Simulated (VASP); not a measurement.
Set up this calculation in VASP 6.6.1, as the native input.

```yaml
Task: single point
Functional: PBEsol
Potentials_or_basis: VASP PAW PBE potentials, release 64 (Zn)
Cutoff: 520 eV
k_mesh: 12 × 12 × 4
Occupations: fermi-dirac, width 0.05 eV
Spin: no spin polarisation
Dipole_correction: no
Further_INCAR_settings: ALGO = Fast; EDIFF = 1e-06; NBANDS = 25
```

The structure of Zn lies in POSCAR:

```
Zn
1.0
    2.2375154675     -1.2908025853      0.0000000000
    2.2375154675      1.2908025853      0.0000000000
   -1.5702042224      0.0000000000      7.2017419322
Zn
3
Direct
    0.7780178600      0.7780178600      0.3345049800
    0.2219821400      0.2219821400      0.6654950200
    0.0000000000      0.0000000000      0.0000000000
```

This cell differs from its parent crystal: volume scaled by 0.96.

The input as run:

INCAR

```
  PREC = Accurate
  ENCUT = 520
  EDIFF = 1E-6
  ISMEAR = -1
  SIGMA = 0.05
  LREAL = False
  LASPH = True
  NELM = 80
  ALGO = Fast
  ISIF = 2
  LWAVE = False
  LCHARG = False
  GGA = PS
  NBANDS = 25
```

KPOINTS

```
regular mesh
0
Gamma
  12 12 4
```

Potentials or basis: VASP PAW PBE potentials, release 64 (Zn).

Command:

```console
$ cat potpaw_PBE.64/Zn/POTCAR > POTCAR
$ mpirun -np 1 vasp_std > vasp.out
```

It gave:

The pressure is 2.8 GPa. The largest force is 0.015 eV/Å and the band gap on the k mesh is zero (band 18 reaches 4.99 eV, above the bottom of band 19 at 0.65 eV).

Caveat: the PAW data sets were made with another functional, which shifts forces and pressure a little.

It took 110 s on 1 thread of Intel(R) Xeon(R) Platinum 8375C CPU @ 2.90GHz (Ice Lake), with other jobs on the host, peak memory 0.24 GiB.
